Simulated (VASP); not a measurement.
# TeMo2 (F-43m) in VASP: a series of runs

TeMo2 is run at these levels: PBE; tasks: relaxation of cell and atoms.

All numbers are computed with VASP 6.6.1; they aren't measurements. Logs are shortened: lines on timing, memory, paths and dates and some standing lists are left out, and cuts for length are marked.

## (1) The cell of the first run

It takes space group F-43m (No. 216, cubic). Conventional cell: a = 6.963 Å, b = 6.963 Å, c = 6.963 Å, α = 90.00°, β = 90.00°, γ = 90.00°. Within 4.0 Å of Te (site symmetry -43m) lie 10 Mo at 3.01 to 3.48 Å. Within 4.0 Å of Mo (site symmetry -43m) lie 4 Mo at 3.01 Å and 6 Te at 3.48 Å. Mo (site symmetry -43m) has 4 Te at 3.01 Å and 4 Mo at 3.01 Å within 4.0 Å.

The cell was built from a structure type or drawn by symmetry, and may not be a known phase.

## (2) Relaxation of cell and atoms, PBE

INCAR

```
SYSTEM = TeMo2
  PREC = Accurate
  ENCUT = 500
  EDIFF = 1E-7
  ISMEAR = 0
  SIGMA = 0.2
  LREAL = .False.
  LASPH = .True.
  NELM = 120
  ALGO = Normal
  ISIF = 3
  LWAVE = .False.
  LCHARG = .False.
  GGA = PE
  IBRION = 2
  NSW = 36
  EDIFFG = -0.08
  GGA_COMPAT = .False.
  NELMIN = 4
```

KPOINTS

```
regular mesh
0
Gamma
  5 5 5
  0 0 0
```

POSCAR

```
TeMo2
1.0
    0.0000000000      3.4813726800      3.4813726800
    3.4813726800      0.0000000000      3.4813726800
    3.4813726800      3.4813726800      0.0000000000
Te Mo
1 2
Direct
    0.7500000000      0.7500000000      0.7500000000
    0.2500000000      0.2500000000      0.2500000000
    0.0000000000      0.0000000000      0.0000000000
```

Potentials or basis: VASP PAW PBE potentials, release 64 (Te, Mo_sv).

Launch:

```bash
$ cat potpaw_PBE.64/Te/POTCAR potpaw_PBE.64/Mo_sv/POTCAR > POTCAR
$ mpirun -np 1 vasp_std > vasp.out
```

OUTCAR:

```text
SYSTEM = TeMo2
   PREC = Accurate
   ENCUT = 500
   EDIFF = 1E-7
   ISMEAR = 0
   LREAL = .False.
   LASPH = .True.
   NELM = 120
   ISIF = 3
   GGA = PE
   IBRION = 2
   NSW = 36
   EDIFFG = -0.08
   NELMIN = 4

 ion  position               nearest neighbor table
   1  0.750  0.750  0.750-   3 3.01   3 3.01   3 3.01   3 3.01   2 3.48   2 3.48   2 3.48   2 3.48
                             2 3.48   2 3.48
   2  0.250  0.250  0.250-   3 3.01   3 3.01   3 3.01   3 3.01   1 3.48   1 3.48   1 3.48   1 3.48
                             1 3.48   1 3.48
   3  0.000  0.000  0.000-   1 3.01   2 3.01   1 3.01   1 3.01   1 3.01   2 3.01   2 3.01   2 3.01

  LATTYP: Found a face centered cubic cell.
 ALAT       =     6.9627453600

  Lattice vectors:

 A1 = (   0.0000000000,   3.4813726800,   3.4813726800)
 A2 = (   3.4813726800,   0.0000000000,   3.4813726800)
 A3 = (   3.4813726800,   3.4813726800,   0.0000000000)

Analysis of symmetry for initial positions (statically):
=====================================================================
 Subroutine PRICEL returns:
 Original cell was already a primitive cell.

 Routine SETGRP: Setting up the symmetry group for a
 face centered cubic supercell.

 Subroutine GETGRP returns: Found 24 space group operations
 (whereof 24 operations were pure point group operations)
 out of a pool of 48 trial point group operations.

The static configuration has the point symmetry T_d .

Analysis of symmetry for dynamics (positions and initial velocities):
=====================================================================
 Subroutine PRICEL returns:
 Original cell was already a primitive cell.

 Routine SETGRP: Setting up the symmetry group for a
 face centered cubic supercell.

 Subroutine GETGRP returns: Found 24 space group operations
 (whereof 24 operations were pure point group operations)
 out of a pool of 48 trial point group operations.

The dynamic configuration has the point symmetry T_d .

 Subroutine INISYM returns: Found 24 space group operations
 (whereof 24 operations are pure point group operations),
 and found     1 'primitive' translations

----------------------------------------------------------------------------------------

                                     Primitive cell

  volume of cell :      84.3882

  direct lattice vectors                    reciprocal lattice vectors
     0.000000000  3.481372680  3.481372680    -0.143621510  0.143621510  0.143621510
     3.481372680  0.000000000  3.481372680     0.143621510 -0.143621510  0.143621510
     3.481372680  3.481372680  0.000000000     0.143621510  0.143621510 -0.143621510

  length of vectors
     4.923404460  4.923404460  4.923404460     0.248759752  0.248759752  0.248759752

  position of ions in fractional coordinates (direct lattice)
     0.750000000  0.750000000  0.750000000
     0.250000000  0.250000000  0.250000000
     0.000000000  0.000000000  0.000000000

  ion indices of the primitive-cell ions
   primitive index   ion index
                 1           1
                 2           2
                 3           3

----------------------------------------------------------------------------------------

 KPOINTS: regular mesh

Automatic generation of k-mesh.
 Grid dimensions read from file:
 generate k-points for:    5    5    5

 Generating k-lattice:

  Cartesian coordinates                     Fractional coordinates (reciprocal lattice)
    -0.028724302  0.028724302  0.028724302     0.200000000  0.000000000  0.000000000
     0.028724302 -0.028724302  0.028724302     0.000000000  0.200000000  0.000000000
     0.028724302  0.028724302 -0.028724302     0.000000000  0.000000000  0.200000000

  Length of vectors
     0.049751950  0.049751950  0.049751950

  Shift w.r.t. Gamma in fractional coordinates (k-lattice)
     0.000000000  0.000000000  0.000000000

 Subroutine IBZKPT returns following result:
 ===========================================

 Found     10 irreducible k-points:

 Following reciprocal coordinates:
            Coordinates               Weight
  0.000000  0.000000  0.000000      1.000000
  0.200000  0.000000  0.000000      8.000000
  0.400000  0.000000  0.000000      8.000000
  0.200000  0.200000  0.000000      6.000000
  0.400000  0.200000  0.000000     24.000000
 -0.400000  0.200000  0.000000     24.000000
 -0.200000  0.200000  0.000000     12.000000
  0.400000  0.400000  0.000000      6.000000
 -0.400000  0.400000  0.000000     12.000000
 -0.400000  0.400000  0.200000     24.000000
   k-points           NKPTS =     10   k-points in BZ     NKDIM =     10   number of bands    NBANDS=     21
   number of dos      NEDOS =    301   number of ions     NIONS =      3
   total plane-waves  NPLWV =  46656
   dimension x,y,z NGX =    36 NGY =   36 NGZ =   36
   dimension x,y,z NGXF=    72 NGYF=   72 NGZF=   72
   ions per type =               1   2
   NGX,Y,Z   is equivalent  to a cutoff of  12.16, 12.16, 12.16 a.u.
   NGXF,Y,Z  is equivalent  to a cutoff of  24.31, 24.31, 24.31 a.u.
 SYSTEM =  TeMo2
   PREC   = accura    normal or accurate (medium, high low for compatibility)
   ISTART =      0    job   : 0-new  1-cont  2-samecut
   ICHARG =      2    charge: 1-file 2-atom 10-const
   ISPIN  =      1    spin polarized calculation?
   LNONCOLLINEAR =      F non collinear calculations
   LSORBIT =      F    spin-orbit coupling
   LASPH  =      T    aspherical Exc in radial PAW
   ENCUT  =  500.0 eV  36.75 Ry    6.06 a.u.   8.98  8.98  8.98*2*pi/ulx,y,z
   NELM   =    120;   NELMIN=  4; NELMDL= -5     # of ELM steps
   EDIFF  = 0.1E-06   stopping-criterion for ELM
   LREAL  =      F    real-space projection
   EDIFFG = -.8E-01   stopping-criterion for IOM
   NSW    =     36    number of steps for IOM
   IBRION =      2    ionic relax: 0-MD 1-quasi-New 2-CG
   NFREE  =      1    steps in history (QN), initial steepest desc. (CG)
   ISIF   =      3    stress and relaxation
   ISYM   =      2    0-nonsym 1-usesym 2-fastsym
   POTIM  = 0.5000    time-step for ionic-motion
   TEBEG  =    0.0;   TEEND  =   0.0 temperature during run
   PSTRESS=    0.0 pullay stress
   NELECT =      34.0000    total number of electrons
   NUPDOWN=      -1.0000    fix difference up-down
   EMIN   =  10.00;   EMAX   =-10.00  energy-range for DOS
   EFERMI =   0.00;   METHOD = LEGACY
   ISMEAR =     0;   SIGMA  =   0.20  broadening in eV -4-tet -1-fermi 0-gaus
   EFERMI_NEDOS =   21; number of points for ismear=-14 and -15
   IALGO  =     38    algorithm
   IMIX   =      4    mixing-type and parameters
     AMIX     =   0.40;   BMIX     =  1.00
     AMIX_MAG =   1.60;   BMIX_MAG =  1.00
  volume/ion in A,a.u.               =      28.13       189.83
  Fermi-wavevector in a.u.,A,eV,Ry     =   1.209133  2.284929 19.891742  1.462002
  Thomas-Fermi vector in A             =   2.344719
   LORBIT       =      0    0 simple, 1 ext, 2 COOP (PROOUT), +10 PAW based schemes
   GGA     = PE    functional components
   LHFCALC =     F    Hartree Fock is set to
   AEXX    =    0.0000 exact exchange contribution
   IVDW    =     0    specifies the selected vdW correction
   LEPSILON=     F    determine dielectric tensor
   LRPA    =     F    only Hartree local field effects (RPA)
 conjugate gradient relaxation of ions
 non-spin polarized calculation
 Gauss-broadening in eV      SIGMA  =   0.20
  energy-cutoff  :      500.00
  volume of cell :       84.39
 maximum number of plane-waves:      2156
   NGX = 17   NGY = 17   NGZ = 17

--------------------------------------- Ionic step        1  -------------------------------------------

 number of electron      34.0000005 magnetization

 Free energy of the ion-electron system (eV)
  ---------------------------------------------------
  ext. energy  EPLUGINS =         0.00000000
  ---------------------------------------------------
  free energy    TOTEN  =       -21.34357163 eV

  energy without entropy =      -21.24468024  energy(sigma->0) =      -21.29412593

 E-fermi :   6.2188     XC(G=0):  -9.9956

 val. band max:        6.1353575814   @ k =   0.4000   0.0000   0.0000
 cond. band min:       6.3184498659   @ k =  -0.4000   0.2000   0.0000
 fundamental gap:      0.1830922845
 Fermi energy:         6.2187524443

 k-point     1 :       0.0000    0.0000    0.0000
  band No.  band energies     occupation
      1     -54.8295      2.00000
      2     -54.4754      2.00000
      3     -28.8859      2.00000
      4     -28.8859      2.00000
      5     -28.8859      2.00000
      6     -28.5111      2.00000
[... 13 lines left out ...]
     20       7.8119      0.00000
     21       8.3450      0.00000
[... 585 lines left out ...]
 VOLUME and BASIS-vectors are now :
 -----------------------------------------------------------------------------
  energy-cutoff  :      500.00
  volume of cell :       61.12
      direct lattice vectors                 reciprocal lattice vectors
     0.000000000  3.126501171  3.126501171    -0.159923177  0.159923177  0.159923177
     3.126501171  0.000000000  3.126501171     0.159923177 -0.159923177  0.159923177
     3.126501171  3.126501171 -0.000000000     0.159923177  0.159923177 -0.159923177

 POSITION                                       TOTAL-FORCE (eV/Angst)
 -----------------------------------------------------------------------------------
      4.68975      4.68975      4.68975        -0.000000     -0.000000     -0.000000
      1.56325      1.56325      1.56325         0.000000     -0.000000      0.000000
      6.25300      3.12650      3.12650         0.000000      0.000000      0.000000
 -----------------------------------------------------------------------------------
    total drift:                               -0.000000     -0.000000     -0.000000

  FREE ENERGIE OF THE ION-ELECTRON SYSTEM (eV)
  ---------------------------------------------------
  free  energy   TOTEN  =       -23.7607776446 eV

  energy  without entropy=      -23.7200126815  energy(sigma->0) =      -23.74039516

--------------------------------------- Ionic step        5  -------------------------------------------

 number of electron      33.9999998 magnetization

 Free energy of the ion-electron system (eV)
  ---------------------------------------------------
  ext. energy  EPLUGINS =         0.00000000
  ---------------------------------------------------
  free energy    TOTEN  =       -23.76363750 eV

  energy without entropy =      -23.72362271  energy(sigma->0) =      -23.74363010

 E-fermi :  10.2256     XC(G=0): -11.6145

 val. band max:       10.1166407353   @ k =   0.4000   0.0000   0.0000
 cond. band min:      10.3517600453   @ k =  -0.4000   0.4000   0.2000
 fundamental gap:      0.2351193101
 Fermi energy:        10.2255628488

 k-point     1 :       0.0000    0.0000    0.0000
  band No.  band energies     occupation
      1     -50.6092      2.00000
      2     -49.9265      2.00000
      3     -24.8018      2.00000
      4     -24.8018      2.00000
      5     -24.8018      2.00000
      6     -24.0455      2.00000
[... 13 lines left out ...]
     20      12.8258      0.00000
     21      13.5426      0.00000
[... 227 lines left out ...]
 VOLUME and BASIS-vectors are now :
 -----------------------------------------------------------------------------
  energy-cutoff  :      500.00
  volume of cell :       60.52
      direct lattice vectors                 reciprocal lattice vectors
     0.000000000  3.116130414  3.116130414    -0.160455415  0.160455415  0.160455415
     3.116130414  0.000000000  3.116130414     0.160455415 -0.160455415  0.160455415
     3.116130414  3.116130414 -0.000000000     0.160455415  0.160455415 -0.160455415

 POSITION                                       TOTAL-FORCE (eV/Angst)
 -----------------------------------------------------------------------------------
      4.67420      4.67420      4.67420         0.000000      0.000000      0.000000
      1.55807      1.55807      1.55807         0.000000     -0.000000      0.000000
      0.00000      0.00000      0.00000        -0.000000     -0.000000     -0.000000
 -----------------------------------------------------------------------------------
    total drift:                               -0.000000     -0.000000     -0.000000

  FREE ENERGIE OF THE ION-ELECTRON SYSTEM (eV)
  ---------------------------------------------------
  free  energy   TOTEN  =       -23.7636375004 eV

  energy  without entropy=      -23.7236227088  energy(sigma->0) =      -23.74363010

 reached required accuracy - stopping structural energy minimisation
```

Wall time 71 s (1 thread of AMD EPYC 9R45 (Zen 5), shared host); peak memory 0.18 GiB.

What came out:

```
Free energy                           : -23.7636 eV
Relaxed volume                        : 20.17 Å³/atom
Relaxed cell                          : a = 4.407 Å, b = 4.407 Å, c = 4.407 Å, α = 60.00°, β = 60.00°, γ = 60.00°
Space group after relaxing (to 0.1 Å) : F-43m (No. 216)
Pressure after relaxing               : 0.0 GPa
Band gap on the k mesh                : 0.24 eV (least direct gap 0.51 eV)
```

Final structure:
```xyz
3
Lattice="0.0000 3.1161 3.1161 3.1161 0.0000 3.1161 3.1161 3.1161 0.0000" Properties=species:S:1:pos:R:3 pbc="T T T"
Te    4.6742    4.6742    4.6742
Mo    1.5581    1.5581    1.5581
Mo    0.0000    0.0000    0.0000
```

Caveat: the volume moved by over 15 % at a fixed basis, so the end points are rough; spin-orbit coupling is left out, which moves the levels of the heavy elements; an odd mesh through Γ misses points on the zone boundary, where band edges can lie.

(Continued in part 2 of 2.)
